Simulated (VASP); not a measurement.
# InSe in VASP: notebook

Runs on InSe. Level: PBE+D3(BJ). Tasks: single point, relaxation of the atoms.

Program: VASP 6.6.1. These are calculated values, not measurements. Logs are shortened: lines on timing, memory, paths and dates and some standing lists are left out, and cuts for length are marked.

## (1) The cell of the first run

The cell holds a slab with vacuum, 4 atoms: a = 4.032 Å, b = 4.032 Å, c = 23.379 Å, α = 90.00°, β = 90.00°, γ = 120.00°.

## (2) Single point, PBE+D3(BJ)

Input file INCAR:

```
SYSTEM = InSe
ALGO = Normal
DIPOL = 0.5 0.5 0.500
EDIFF = 1E-6
ENCUT = 520
GGA = PE
IDIPOL = 3
ISIF = 2
ISMEAR = 0
IVDW = 12
LASPH = .TRUE.
LCHARG = .FALSE.
LDIPOL = .TRUE.
LREAL = .FALSE.
LWAVE = .FALSE.
NBANDS = 27
NELM = 80
PREC = Accurate
SIGMA = 0.05
```

Input file KPOINTS:

```
k-points
0
G
  24 24 1
  0 0 0
```

Input file POSCAR:

```
InSe
1.0
    4.0318505824      0.0000000000      0.0000000000
   -2.0159252912      3.4916850287      0.0000000000
    0.0000000000      0.0000000000     23.3792889443
Se In
2 2
Direct
    0.3333333333      0.6666666667      0.3849561046
    0.3333333333      0.6666666667      0.6150438954
    0.0000000000      0.0000000000      0.4402649226
    0.0000000000      0.0000000000      0.5597350097
```

Potentials or basis: VASP PAW PBE potentials, release 64 (Se, In_d).

Command:

```bash
$ cat potpaw_PBE.64/Se/POTCAR potpaw_PBE.64/In_d/POTCAR > POTCAR
$ mpirun -np 1 vasp_std > vasp.out
```

OUTCAR:

```text
SYSTEM = InSe
   EDIFF = 1E-6
   ENCUT = 520
   GGA = PE
   ISIF = 2
   ISMEAR = 0
   IVDW = 12
   LASPH = .TRUE.
   LREAL = .FALSE.
   NELM = 80
   PREC = Accurate
 IVDW          = 12

 ion  position               nearest neighbor table
   1  0.333  0.667  0.385-   3 2.66   3 2.66   3 2.66
   2  0.333  0.667  0.615-   4 2.66   4 2.66   4 2.66
   3  0.000  0.000  0.440-   1 2.66   1 2.66   1 2.66   4 2.79
   4  0.000  0.000  0.560-   2 2.66   2 2.66   2 2.66   3 2.79

  LATTYP: Found a hexagonal cell.
 ALAT       =     4.0318505824
 C/A-ratio  =     5.7986496440

  Lattice vectors:

 A1 = (   4.0318505824,   0.0000000000,   0.0000000000)
 A2 = (  -2.0159252912,   3.4916850287,   0.0000000000)
 A3 = (   0.0000000000,   0.0000000000,  23.3792889443)

Analysis of symmetry for initial positions (statically):
=====================================================================
 Subroutine PRICEL returns:
 Original cell was already a primitive cell.

 Routine SETGRP: Setting up the symmetry group for a
 hexagonal supercell.

 Subroutine GETGRP returns: Found 12 space group operations
 (whereof 12 operations were pure point group operations)
 out of a pool of 24 trial point group operations.

The static configuration has the point symmetry D_3h.

Analysis of symmetry for dynamics (positions and initial velocities):
=====================================================================
 Subroutine PRICEL returns:
 Original cell was already a primitive cell.

 Routine SETGRP: Setting up the symmetry group for a
 hexagonal supercell.

 Subroutine GETGRP returns: Found 12 space group operations
 (whereof 12 operations were pure point group operations)
 out of a pool of 24 trial point group operations.

The dynamic configuration has the point symmetry D_3h.

 Subroutine INISYM returns: Found 12 space group operations
 (whereof 12 operations are pure point group operations),
 and found     1 'primitive' translations

----------------------------------------------------------------------------------------

                                     Primitive cell

  volume of cell :     329.1325

  direct lattice vectors                    reciprocal lattice vectors
     4.031850582  0.000000000  0.000000000     0.248025064  0.143197338  0.000000000
    -2.015925291  3.491685029  0.000000000     0.000000000  0.286394675  0.000000000
     0.000000000  0.000000000 23.379288944     0.000000000  0.000000000  0.042772901

  length of vectors
     4.031850582  4.031850582 23.379288944     0.286394675  0.286394675  0.042772901

  position of ions in fractional coordinates (direct lattice)
     0.333333333  0.666666667  0.384956105
     0.333333333  0.666666667  0.615043895
     0.000000000  0.000000000  0.440264923
     0.000000000  0.000000000  0.559735010

  ion indices of the primitive-cell ions
   primitive index   ion index
                 1           1
                 2           2
                 3           3
                 4           4

----------------------------------------------------------------------------------------

 KPOINTS: k-points

Automatic generation of k-mesh.
 Grid dimensions read from file:
 generate k-points for:   24   24    1

 Generating k-lattice:

  Cartesian coordinates                     Fractional coordinates (reciprocal lattice)
     0.010334378  0.005966556  0.000000000     0.041666667  0.000000000  0.000000000
     0.000000000  0.011933111  0.000000000     0.000000000  0.041666667  0.000000000
     0.000000000  0.000000000  0.042772901     0.000000000  0.000000000  1.000000000

  Length of vectors
     0.011933111  0.011933111  0.042772901

  Shift w.r.t. Gamma in fractional coordinates (k-lattice)
     0.000000000  0.000000000  0.000000000

 Subroutine IBZKPT returns following result:
 ===========================================

 Found     61 irreducible k-points:

 Following reciprocal coordinates:
            Coordinates               Weight
  0.000000  0.000000  0.000000      1.000000
  0.041667 -0.000000  0.000000      6.000000
  0.083333  0.000000  0.000000      6.000000
  0.125000 -0.000000  0.000000      6.000000
  0.166667 -0.000000  0.000000      6.000000
  0.208333  0.000000  0.000000      6.000000
[... 16 lines left out ...]
  0.416667  0.041667  0.000000     12.000000
  0.458333  0.041667  0.000000     12.000000
 [... further k-points ...]
   k-points           NKPTS =     61   k-points in BZ     NKDIM =     61   number of bands    NBANDS=     27
   number of dos      NEDOS =    301   number of ions     NIONS =      4
   total plane-waves  NPLWV = 162000
   dimension x,y,z NGX =    30 NGY =   30 NGZ =  180
   dimension x,y,z NGXF=    60 NGYF=   60 NGZF=  360
   ions per type =               2   2
   NGX,Y,Z   is equivalent  to a cutoff of  12.37, 12.37, 12.80 a.u.
   NGXF,Y,Z  is equivalent  to a cutoff of  24.74, 24.74, 25.60 a.u.
 SYSTEM =  InSe
   PREC   = accura    normal or accurate (medium, high low for compatibility)
   ISTART =      0    job   : 0-new  1-cont  2-samecut
   ICHARG =      2    charge: 1-file 2-atom 10-const
   ISPIN  =      1    spin polarized calculation?
   LNONCOLLINEAR =      F non collinear calculations
   LSORBIT =      F    spin-orbit coupling
   LASPH  =      T    aspherical Exc in radial PAW
   ENCUT  =  520.0 eV  38.22 Ry    6.18 a.u.   7.50  7.50 43.47*2*pi/ulx,y,z
   NELM   =     80;   NELMIN=  2; NELMDL= -5     # of ELM steps
   EDIFF  = 0.1E-05   stopping-criterion for ELM
   LREAL  =      F    real-space projection
   EDIFFG = 0.1E-04   stopping-criterion for IOM
   NSW    =      0    number of steps for IOM
   IBRION =     -1    ionic relax: 0-MD 1-quasi-New 2-CG
   NFREE  =      0    steps in history (QN), initial steepest desc. (CG)
   ISIF   =      2    stress and relaxation
   ISYM   =      2    0-nonsym 1-usesym 2-fastsym
   POTIM  = 0.5000    time-step for ionic-motion
   TEBEG  =    0.0;   TEEND  =   0.0 temperature during run
   PSTRESS=    0.0 pullay stress
   NELECT =      38.0000    total number of electrons
   NUPDOWN=      -1.0000    fix difference up-down
   EMIN   =  10.00;   EMAX   =-10.00  energy-range for DOS
   EFERMI =   0.00;   METHOD = LEGACY
   ISMEAR =     0;   SIGMA  =   0.05  broadening in eV -4-tet -1-fermi 0-gaus
   EFERMI_NEDOS =   21; number of points for ismear=-14 and -15
   IALGO  =     38    algorithm
   IMIX   =      4    mixing-type and parameters
     AMIX     =   0.40;   BMIX     =  1.00
     AMIX_MAG =   1.60;   BMIX_MAG =  1.00
  volume/ion in A,a.u.               =      82.28       555.27
  Fermi-wavevector in a.u.,A,eV,Ry     =   0.797160  1.506415  8.646024  0.635465
  Thomas-Fermi vector in A             =   1.903824
   LORBIT       =      0    0 simple, 1 ext, 2 COOP (PROOUT), +10 PAW based schemes
   GGA     = PE    functional components
   LHFCALC =     F    Hartree Fock is set to
   AEXX    =    0.0000 exact exchange contribution
   IVDW    =    12    specifies the selected vdW correction
   LEPSILON=     F    determine dielectric tensor
   LRPA    =     F    only Hartree local field effects (RPA)
 non-spin polarized calculation
 Gauss-broadening in eV      SIGMA  =   0.05
  energy-cutoff  :      520.00
  volume of cell :      329.13
 maximum number of plane-waves:      8928
 NGX is ok and might be reduce to    30
   NGX = 15   NGY = 15   NGZ = 87

 number of electron      38.0000010 magnetization

 dipolmoment           0.000000      0.000000      0.000009 electrons x Angstroem

 Free energy of the ion-electron system (eV)
  ---------------------------------------------------
  ext. energy  EPLUGINS =         0.00000000
  ---------------------------------------------------
  free energy    TOTEN  =       -14.20483573 eV

  energy without entropy =      -14.20483573  energy(sigma->0) =      -14.20483573

 E-fermi :  -2.4303     XC(G=0):  -3.6128

 val. band max:       -2.6745672836   @ k =   0.0833   0.0833   0.0000
 cond. band min:      -1.0768630433   @ k =   0.0000   0.0000   0.0000
 fundamental gap:      1.5977042404
 Fermi energy:        -2.4303456923

 k-point     1 :       0.0000    0.0000    0.0000
  band No.  band energies     occupation
      1     -16.6954      2.00000
      2     -16.5109      2.00000
      3     -16.5109      2.00000
      4     -16.4278      2.00000
      5     -16.4278      2.00000
      6     -16.4212      2.00000
[... 19 lines left out ...]
     26       3.6561      0.00000
     27       3.6645      0.00000

 k-point     2 :       0.0417   -0.0000    0.0000
  band No.  band energies     occupation
      1     -16.6952      2.00000
      2     -16.5170      2.00000
      3     -16.5106      2.00000
      4     -16.4345      2.00000
      5     -16.4266      2.00000
      6     -16.4217      2.00000
[... 19 lines left out ...]
     26       3.5765      0.00000
     27       3.6997      0.00000

 k-point     3 :       0.0833    0.0000    0.0000
  band No.  band energies     occupation
      1     -16.6947      2.00000
      2     -16.5341      2.00000
      3     -16.5099      2.00000
      4     -16.4535      2.00000
      5     -16.4230      2.00000
      6     -16.4230      2.00000
[... 19 lines left out ...]
     26       3.4013      0.00000
     27       3.7822      0.00000

 k-point     4 :       0.1250   -0.0000    0.0000
  band No.  band energies     occupation
      1     -16.6947      2.00000
      2     -16.5588      2.00000
      3     -16.5089      2.00000
      4     -16.4818      2.00000
      5     -16.4251      2.00000
      6     -16.4174      2.00000
[... 19 lines left out ...]
     26       3.3089      0.00000
     27       3.8741      0.00000
[... 516 lines left out ...]
      4     -16.5093      2.00000
      5     -16.4440      2.00000
      6     -16.3648      2.00000
[... 19 lines left out ...]
     26       4.4200      0.00000
     27       4.7553      0.00000

 k-point    23 :       0.4167    0.0417    0.0000
  band No.  band energies     occupation
      1     -16.7942      2.00000
      2     -16.6890      2.00000
      3     -16.6392      2.00000
      4     -16.5098      2.00000
      5     -16.4455      2.00000
      6     -16.3604      2.00000
[... 19 lines left out ...]
     26       4.6965      0.00000
     27       4.8341      0.00000

 k-point    24 :       0.4583    0.0417    0.0000
  band No.  band energies     occupation
      1     -16.8003      2.00000
      2     -16.6955      2.00000
      3     -16.6388      2.00000
      4     -16.5101      2.00000
      5     -16.4464      2.00000
      6     -16.3581      2.00000
[... 19 lines left out ...]
     26       4.7179      0.00000
     27       5.1741      0.00000

 [... further k-points ...]

------------------------ aborting loop because EDIFF is reached ----------------------------------------

 vacuum level on the upper side and lower side of the slab       (xc-potential included)        -0.125        -0.125

 Edisp (eV)   -0.88498

 E8    (eV) :    -0.4265

  FORCE on cell =-STRESS in cart. coord.  units (eV):
  Direction    XX          YY          ZZ          XY          YZ          ZX
  --------------------------------------------------------------------------------------
  -------------------------------------------------------------------------------------
  Total      -0.06118    -0.06118     0.02990     0.00000    -0.00000    -0.00000
  in kB      -0.29782    -0.29782     0.14554     0.00000    -0.00000    -0.00000
  external pressure =       -0.15 kB  Pullay stress =        0.00 kB

 VOLUME and BASIS-vectors are now :
 -----------------------------------------------------------------------------
  energy-cutoff  :      520.00
  volume of cell :      329.13
      direct lattice vectors                 reciprocal lattice vectors
     4.031850582  0.000000000  0.000000000     0.248025064  0.143197338  0.000000000
    -2.015925291  3.491685029  0.000000000     0.000000000  0.286394675  0.000000000
     0.000000000  0.000000000 23.379288944     0.000000000  0.000000000  0.042772901

 POSITION                                       TOTAL-FORCE (eV/Angst)
 -----------------------------------------------------------------------------------
     -0.00000      2.32779      9.00000         0.000000     -0.000000     -0.011418
     -0.00000      2.32779     14.37929         0.000000     -0.000000      0.011418
      0.00000      0.00000     10.29308        -0.000000      0.000000      0.001554
      0.00000      0.00000     13.08621        -0.000000      0.000000     -0.001554
 -----------------------------------------------------------------------------------
    total drift:                               -0.000000      0.000000      0.001181

  FREE ENERGIE OF THE ION-ELECTRON SYSTEM (eV)
  ---------------------------------------------------
  free  energy   TOTEN  =       -15.0898115149 eV

  energy  without entropy=      -15.0898115149  energy(sigma->0) =      -15.08981151

 vacuum level on the upper side and lower side of the slab         3.210         3.211
```

Wall time 23 min (1 thread of Intel Xeon Platinum 8259CL at 2.50GHz (Skylake/Cascade Lake), shared host); peak memory 0.75 GiB.

Results:

* Free energy: -15.0898 eV
* Largest force: 0.011 eV/Å
* Band gap on the k mesh: 1.60 eV (least direct gap 1.67 eV)
* Dispersion energy per atom: -0.221 eV

Forces on the atoms (eV/Å):
```
Se   0.000  0.000 -0.011
Se   0.000  0.000  0.011
In   0.000  0.000  0.002
In   0.000  0.000 -0.002
```

Levels at points of the mesh, in eV from the valence-band top:
```tsv
k point	band 15	band 16	band 17	band 18	band 19	band 20	band 21	band 22	band 23	band 24
(0.00, 0.00, 0.00)	-0.47	-0.47	-0.39	-0.39	-0.07	1.60	2.81	5.05	5.05	5.59
(0.50, 0.00, 0.00)	-2.48	-1.53	-1.50	-1.33	-0.93	2.31	2.32	4.22	4.53	5.26
```

Caveat: spin-orbit coupling is left out, which moves the levels of the heavy elements.

[end of part 1 of 2]
